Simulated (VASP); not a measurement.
# Cu3N (Pm-3m) in VASP: a series of runs

Runs on Cu3N. Level: PBE. Tasks: single point, relaxation of cell and atoms.

Everything below comes from runs of VASP 6.6.1. Logs are shortened: lines on timing, memory, paths and dates and some standing lists are left out, and cuts for length are marked.

## (1) The cell of the first run

It takes space group Pm-3m (No. 221, cubic). Conventional cell: a = 3.827 Å, b = 3.827 Å, c = 3.827 Å, α = 90.00°, β = 90.00°, γ = 90.00°. Within 2.5 Å of Cu (site symmetry 4/mmm) lie 2 N at 1.91 Å. Within 2.5 Å of N (site symmetry m-3m) lie 6 Cu at 1.91 Å.

## (2) Single point, PBE

Input file INCAR:

```
ALGO = Normal ; EDIFF = 1E-6
ENCUT = 600 ; GGA = PE
GGA_COMPAT = F ; ISIF = 2
ISMEAR = -1 ; LASPH = T
LCHARG = F ; LREAL = F
LWAVE = F ; NBANDS = 27
NELM = 120 ; PREC = Accurate
SIGMA = 0.05
```

Input file KPOINTS:

```
k-points
0
Gamma
  10 10 10
```

Input file POSCAR:

```
Cu3N
1.0
    3.8271401169      0.0000000000      0.0000000000
    0.0000000000      3.8271401169      0.0000000000
    0.0000000000      0.0000000000      3.8271401169
Cu N
3 1
Direct
    0.5000000000      0.0000000000      0.0000000000
    0.0000000000      0.5000000000      0.0000000000
    0.0000000000      0.0000000000      0.5000000000
    0.0000000000      0.0000000000      0.0000000000
```

Potentials or basis: VASP PAW PBE potentials, release 64 (Cu, N).

Command:

```
> cat potpaw_PBE.64/Cu/POTCAR potpaw_PBE.64/N/POTCAR > POTCAR
> mpirun -np 1 vasp_std > vasp.out
```

OUTCAR:

```text
EDIFF = 1E-6
   ENCUT = 600
   GGA = PE
   ISIF = 2
   ISMEAR = -1
   LASPH = T
   LREAL = F
   NELM = 120
   PREC = Accurate

 ion  position               nearest neighbor table
   1  0.500  0.000  0.000-   4 1.91   4 1.91   2 2.71   3 2.71   2 2.71   2 2.71   3 2.71   3 2.71
                             3 2.71   2 2.71
   2  0.000  0.500  0.000-   4 1.91   4 1.91   1 2.71   3 2.71   1 2.71   3 2.71   3 2.71   3 2.71
                             1 2.71   1 2.71
   3  0.000  0.000  0.500-   4 1.91   4 1.91   1 2.71   1 2.71   2 2.71   2 2.71   2 2.71   2 2.71
                             1 2.71   1 2.71
   4  0.000  0.000  0.000-   1 1.91   2 1.91   3 1.91   3 1.91   2 1.91   1 1.91

  LATTYP: Found a simple cubic cell.
 ALAT       =     3.8271401169

  Lattice vectors:

 A1 = (   3.8271401169,   0.0000000000,   0.0000000000)
 A2 = (   0.0000000000,   3.8271401169,   0.0000000000)
 A3 = (   0.0000000000,   0.0000000000,   3.8271401169)

Analysis of symmetry for initial positions (statically):
=====================================================================
 Subroutine PRICEL returns:
 Original cell was already a primitive cell.

 Routine SETGRP: Setting up the symmetry group for a
 simple cubic supercell.

 Subroutine GETGRP returns: Found 48 space group operations
 (whereof 48 operations were pure point group operations)
 out of a pool of 48 trial point group operations.

The static configuration has the point symmetry O_h .

Analysis of symmetry for dynamics (positions and initial velocities):
=====================================================================
 Subroutine PRICEL returns:
 Original cell was already a primitive cell.

 Routine SETGRP: Setting up the symmetry group for a
 simple cubic supercell.

 Subroutine GETGRP returns: Found 48 space group operations
 (whereof 48 operations were pure point group operations)
 out of a pool of 48 trial point group operations.

The dynamic configuration has the point symmetry O_h .

 Subroutine INISYM returns: Found 48 space group operations
 (whereof 48 operations are pure point group operations),
 and found     1 'primitive' translations

----------------------------------------------------------------------------------------

                                     Primitive cell

  volume of cell :      56.0561

  direct lattice vectors                    reciprocal lattice vectors
     3.827140117  0.000000000  0.000000000     0.261291714  0.000000000  0.000000000
     0.000000000  3.827140117  0.000000000     0.000000000  0.261291714  0.000000000
     0.000000000  0.000000000  3.827140117     0.000000000  0.000000000  0.261291714

  length of vectors
     3.827140117  3.827140117  3.827140117     0.261291714  0.261291714  0.261291714

  position of ions in fractional coordinates (direct lattice)
     0.500000000  0.000000000  0.000000000
     0.000000000  0.500000000  0.000000000
     0.000000000  0.000000000  0.500000000
     0.000000000  0.000000000  0.000000000

  ion indices of the primitive-cell ions
   primitive index   ion index
                 1           1
                 2           2
                 3           3
                 4           4

----------------------------------------------------------------------------------------

 KPOINTS: k-points

Automatic generation of k-mesh.
 Grid dimensions read from file:
 generate k-points for:   10   10   10

 Generating k-lattice:

  Cartesian coordinates                     Fractional coordinates (reciprocal lattice)
     0.026129171  0.000000000  0.000000000     0.100000000  0.000000000  0.000000000
     0.000000000  0.026129171  0.000000000     0.000000000  0.100000000  0.000000000
     0.000000000  0.000000000  0.026129171     0.000000000  0.000000000  0.100000000

  Length of vectors
     0.026129171  0.026129171  0.026129171

  Shift w.r.t. Gamma in fractional coordinates (k-lattice)
     0.000000000  0.000000000  0.000000000

 Subroutine IBZKPT returns following result:
 ===========================================

 Found     56 irreducible k-points:

 Following reciprocal coordinates:
            Coordinates               Weight
  0.000000  0.000000  0.000000      1.000000
  0.100000  0.000000  0.000000      6.000000
  0.200000  0.000000  0.000000      6.000000
  0.300000  0.000000  0.000000      6.000000
  0.400000  0.000000  0.000000      6.000000
  0.500000  0.000000  0.000000      3.000000
[... 16 lines left out ...]
  0.200000  0.100000  0.100000     24.000000
  0.300000  0.100000  0.100000     24.000000
 [... further k-points ...]
   k-points           NKPTS =     56   k-points in BZ     NKDIM =     56   number of bands    NBANDS=     27
   number of dos      NEDOS =    301   number of ions     NIONS =      4
   total plane-waves  NPLWV =  32768
   dimension x,y,z NGX =    32 NGY =   32 NGZ =   32
   dimension x,y,z NGXF=    64 NGYF=   64 NGZF=   64
   ions per type =               3   1
   NGX,Y,Z   is equivalent  to a cutoff of  13.90, 13.90, 13.90 a.u.
   NGXF,Y,Z  is equivalent  to a cutoff of  27.80, 27.80, 27.80 a.u.
 SYSTEM =  unknown system
   PREC   = accura    normal or accurate (medium, high low for compatibility)
   ISTART =      0    job   : 0-new  1-cont  2-samecut
   ICHARG =      2    charge: 1-file 2-atom 10-const
   ISPIN  =      1    spin polarized calculation?
   LNONCOLLINEAR =      F non collinear calculations
   LSORBIT =      F    spin-orbit coupling
   LASPH  =      T    aspherical Exc in radial PAW
   ENCUT  =  600.0 eV  44.10 Ry    6.64 a.u.   7.64  7.64  7.64*2*pi/ulx,y,z
   NELM   =    120;   NELMIN=  2; NELMDL= -5     # of ELM steps
   EDIFF  = 0.1E-05   stopping-criterion for ELM
   LREAL  =      F    real-space projection
   EDIFFG = 0.1E-04   stopping-criterion for IOM
   NSW    =      0    number of steps for IOM
   IBRION =     -1    ionic relax: 0-MD 1-quasi-New 2-CG
   NFREE  =      0    steps in history (QN), initial steepest desc. (CG)
   ISIF   =      2    stress and relaxation
   ISYM   =      2    0-nonsym 1-usesym 2-fastsym
   POTIM  = 0.5000    time-step for ionic-motion
   TEBEG  =    0.0;   TEEND  =   0.0 temperature during run
   PSTRESS=    0.0 pullay stress
   NELECT =      38.0000    total number of electrons
   NUPDOWN=      -1.0000    fix difference up-down
   EMIN   =  10.00;   EMAX   =-10.00  energy-range for DOS
   EFERMI =   0.00;   METHOD = LEGACY
   ISMEAR =    -1;   SIGMA  =   0.05  broadening in eV -4-tet -1-fermi 0-gaus
   EFERMI_NEDOS =   21; number of points for ismear=-14 and -15
   IALGO  =     38    algorithm
   IMIX   =      4    mixing-type and parameters
     AMIX     =   0.40;   BMIX     =  1.00
     AMIX_MAG =   1.60;   BMIX_MAG =  1.00
  volume/ion in A,a.u.               =      14.01        94.57
  Fermi-wavevector in a.u.,A,eV,Ry     =   1.438120  2.717652 28.139405  2.068188
  Thomas-Fermi vector in A             =   2.557122
   LORBIT       =      0    0 simple, 1 ext, 2 COOP (PROOUT), +10 PAW based schemes
   GGA     = PE    functional components
   LHFCALC =     F    Hartree Fock is set to
   AEXX    =    0.0000 exact exchange contribution
   IVDW    =     0    specifies the selected vdW correction
   LEPSILON=     F    determine dielectric tensor
   LRPA    =     F    only Hartree local field effects (RPA)
 non-spin polarized calculation
  energy-cutoff  :      600.00
  volume of cell :       56.06
 maximum number of plane-waves:      1888
 NGX is ok and might be reduce to    32
   NGX = 15   NGY = 15   NGZ = 15

 number of electron      37.9999975 magnetization

 Free energy of the ion-electron system (eV)
  ---------------------------------------------------
  ext. energy  EPLUGINS =         0.00000000
  ---------------------------------------------------
  free energy    TOTEN  =       -18.39199589 eV

  energy without entropy =      -18.39146078  energy(sigma->0) =      -18.39172833

 E-fermi :   4.9408     XC(G=0): -10.7375

 val. band max:        4.8008064807   @ k =   0.5000   0.5000   0.5000
 cond. band min:       5.0477021367   @ k =   0.5000   0.5000   0.0000
 fundamental gap:      0.2468956561
 Fermi energy:         4.9407531773

 k-point     1 :       0.0000    0.0000    0.0000
  band No.  band energies     occupation
      1     -11.9207      2.00000
      2      -0.3615      2.00000
      3       0.1044      2.00000
      4       0.1044      2.00000
      5       0.1044      2.00000
      6       1.0097      2.00000
[... 19 lines left out ...]
     26      16.9849      0.00000
     27      16.9850      0.00000

 k-point     2 :       0.1000    0.0000    0.0000
  band No.  band energies     occupation
      1     -11.8848      2.00000
      2      -0.5080      2.00000
      3      -0.0463      2.00000
      4      -0.0079      2.00000
      5      -0.0079      2.00000
      6       1.0200      2.00000
[... 19 lines left out ...]
     26      16.3806      0.00000
     27      16.5209      0.00000

 k-point     3 :       0.2000    0.0000    0.0000
  band No.  band energies     occupation
      1     -11.7878      2.00000
      2      -1.1713      2.00000
      3      -0.2245      2.00000
      4      -0.2245      2.00000
      5       0.0793      2.00000
      6       1.0476      2.00000
[... 19 lines left out ...]
     26      15.1591      0.00000
     27      15.6416      0.00000

 k-point     4 :       0.3000    0.0000    0.0000
  band No.  band energies     occupation
      1     -11.6615      2.00000
      2      -1.8860      2.00000
      3      -0.4226      2.00000
      4      -0.4226      2.00000
      5       0.3888      2.00000
      6       1.0834      2.00000
[... 19 lines left out ...]
     26      14.2558      0.00000
     27      14.8167      0.00000
[... 516 lines left out ...]
      4      -0.4395      2.00000
      5       0.1228      2.00000
      6       1.1472      2.00000
[... 19 lines left out ...]
     26      15.2275      0.00000
     27      15.2275      0.00000

 k-point    23 :       0.2000    0.1000    0.1000
  band No.  band energies     occupation
      1     -11.7155      2.00000
      2      -1.2218      2.00000
      3      -0.6453      2.00000
      4      -0.5971      2.00000
      5       0.2696      2.00000
      6       1.1731      2.00000
[... 19 lines left out ...]
     26      14.1815      0.00000
     27      14.7794      0.00000

 k-point    24 :       0.3000    0.1000    0.1000
  band No.  band energies     occupation
      1     -11.5889      2.00000
      2      -1.9182      2.00000
      3      -0.7641      2.00000
      4      -0.7560      2.00000
      5       0.5462      2.00000
      6       1.2152      2.00000
[... 19 lines left out ...]
     26      13.9824      0.00000
     27      15.0232      0.00000

 [... further k-points ...]
[... 5 lines left out ...]
  --------------------------------------------------------------------------------------
  -------------------------------------------------------------------------------------
  Total        0.2777353      0.2777353      0.2777353      0.0000000     -0.0000000      0.0000000
  in kB        7.9381369      7.9381369      7.9381369      0.0000000     -0.0000000      0.0000000
  external PRESSURE =       7.9381369 kB  Pullay stress =       0.0000000 kB

 VOLUME and BASIS-vectors are now :
 -----------------------------------------------------------------------------
  energy-cutoff  :      600.00
  volume of cell :       56.06
      direct lattice vectors                 reciprocal lattice vectors
     3.827140117  0.000000000  0.000000000     0.261291714  0.000000000  0.000000000
     0.000000000  3.827140117  0.000000000     0.000000000  0.261291714  0.000000000
     0.000000000  0.000000000  3.827140117     0.000000000  0.000000000  0.261291714

 POSITION                                       TOTAL-FORCE (eV/Angst)
 -----------------------------------------------------------------------------------
      1.91357      0.00000      0.00000         0.000000      0.000000      0.000000
      0.00000      1.91357      0.00000         0.000000      0.000000      0.000000
      0.00000      0.00000      1.91357         0.000000      0.000000      0.000000
      0.00000      0.00000      0.00000         0.000000      0.000000      0.000000
 -----------------------------------------------------------------------------------
    total drift:                                0.000000      0.000000     -0.000000

  FREE ENERGIE OF THE ION-ELECTRON SYSTEM (eV)
  ---------------------------------------------------
  free  energy   TOTEN  =       -18.3919958864 eV

  energy  without entropy=      -18.3914607771  energy(sigma->0) =      -18.39172833
```

It took 45 s on 1 thread of Intel Xeon Platinum 8559C (Emerald Rapids), shared host; peak memory 0.22 GiB.

Results:

| Property | Result |
| --- | --- |
| Free energy | -18.3920 eV |
| Pressure | 0.8 GPa |
| Band gap on the k mesh | 0.25 eV, indirect (least direct gap 0.79 eV) |

## (3) Single point, PBE

Input file INCAR:

```
SYSTEM = Cu3N
PREC = Accurate ; ENCUT = 600
EDIFF = 1E-6 ; ISMEAR = -1
SIGMA = 0.05 ; LREAL = .False.
LASPH = .True. ; NELM = 120
ALGO = Normal ; ISIF = 2
LWAVE = .False. ; LCHARG = .False.
GGA = PE ; NBANDS = 27
GGA_COMPAT = .False.
```

Input file KPOINTS:

```
regular mesh
0
Gamma
  10 10 10
  0 0 0
```

POSCAR is that of step 2.

Potentials or basis: VASP PAW PBE potentials, release 64 (Cu, N).

Command:

```
> cat potpaw_PBE.64/Cu/POTCAR potpaw_PBE.64/N/POTCAR > POTCAR
> mpirun -np 1 vasp_std > vasp.out
```

Wall time 44 s (1 thread of Intel Xeon Platinum 8559C (Emerald Rapids), shared host); peak memory 0.22 GiB.

It converged, with:

```yaml
Free_energy: -18.3920 eV
Pressure: 0.8 GPa
Band_gap_on_the_k_mesh: 0.25 eV, indirect (least direct gap 0.79 eV)
```

Levels at points of the mesh, in eV from the valence-band top:
| k point | band 16 | band 17 | band 18 | band 19 | band 20 | band 21 | band 22 | band 23 |
| --- | --- | --- | --- | --- | --- | --- | --- | --- |
| (0.00, 0.00, 0.00) | -1.79 | -1.79 | -1.79 | -1.76 | 0.97 | 5.25 | 5.25 | 6.60 |
| (0.50, 0.00, 0.00) | -2.14 | -1.79 | -1.38 | -1.38 | 1.54 | 3.33 | 6.72 | 7.19 |
| (0.50, 0.50, 0.00) | -2.10 | -1.05 | -1.05 | -0.67 | 0.25 | 3.53 | 4.81 | 4.81 |
| (0.50, 0.50, 0.50) | -1.83 | 0.00 | 0.00 | 0.00 | 0.87 | 0.87 | 0.87 | 6.15 |

A k mesh can miss the band edges.

## (4) Relaxation of cell and atoms, PBE

This run uses another cell than the first one, of 13.79 Å³/atom, 0.984 times its volume.

Input file INCAR:

```
PREC = Accurate
ENCUT = 600
EDIFF = 1E-7
ISMEAR = -1
SIGMA = 0.05
LREAL = False
LASPH = True
NELM = 120
ALGO = Normal
ISIF = 3
LWAVE = False
LCHARG = False
GGA = PE
IBRION = 2
NSW = 70
EDIFFG = -0.005
GGA_COMPAT = False
NELMIN = 4
```

Input file KPOINTS:

```
regular mesh
0
Gamma
  10 10 10
```

Input file POSCAR:

```
Cu3N
1.0
    3.8070000000      0.0000000000      0.0000000000
    0.0000000000      3.8070000000      0.0000000000
    0.0000000000      0.0000000000      3.8070000000
Cu N
3 1
Direct
    0.5000000000      0.0000000000      0.0000000000
    0.0000000000      0.5000000000      0.0000000000
    0.0000000000      0.0000000000      0.5000000000
    0.0000000000      0.0000000000      0.0000000000
```

Command:

```
> cat potpaw_PBE.64/Cu/POTCAR potpaw_PBE.64/N/POTCAR > POTCAR
> mpirun -np 1 vasp_std > vasp.out
```

Wall time 2.6 min (1 thread of Intel Xeon Platinum 8559C (Emerald Rapids), shared host); peak memory 0.22 GiB.

The run converged. Its results:

- Free energy: -18.3918 eV
- Relaxed volume: 14.08 Å³/atom
- Relaxed cell: a = 3.833 Å, b = 3.833 Å, c = 3.833 Å, α = 90.00°, β = 90.00°, γ = 90.00°
- Space group after relaxing (to 0.05 Å): Pm-3m (No. 221)
- Energy gained by relaxing: 2.2 meV/atom
- Ionic steps: 3
- Pressure after relaxing: 0.0 GPa
- Band gap on the k mesh: 0.26 eV, indirect (least direct gap 0.80 eV)

Step by step:
```tsv
step	energy change (eV)	largest force (eV/Å)	pressure (GPa)	volume (Å³)
1	0.0000	0.0000	2.46	55.18
2	-0.0068	0.0000	-1.10	56.88
3	-0.0087	0.0000	0.00	56.33
```

Final structure:
```
CELL_PARAMETERS angstrom
3.83330 0.00000 0.00000
0.00000 3.83330 0.00000
0.00000 0.00000 3.83330
ATOMIC_POSITIONS crystal
Cu 0.50000 0.00000 0.00000
Cu 0.00000 0.50000 0.00000
Cu 0.00000 0.00000 0.50000
N 0.00000 0.00000 0.00000
```

Levels at points of the mesh, in eV from the valence-band top:
```tsv
k point	band 15	band 16	band 17	band 18	band 19	band 20	band 21	band 22	band 23
(0.00, 0.00, 0.00)	-2.29	-1.78	-1.78	-1.78	-1.74	0.96	5.23	5.23	6.59
(0.50, 0.00, 0.00)	-2.28	-2.12	-1.78	-1.37	-1.37	1.53	3.32	6.68	7.18
(0.50, 0.50, 0.00)	-2.34	-2.09	-1.04	-1.04	-0.66	0.26	3.51	4.80	4.80
(0.50, 0.50, 0.50)	-1.82	-1.82	0.00	0.00	0.00	0.88	0.88	0.88	6.15
```

A k mesh can miss the band edges. PBE usually gives volumes a little too large and moduli too small.
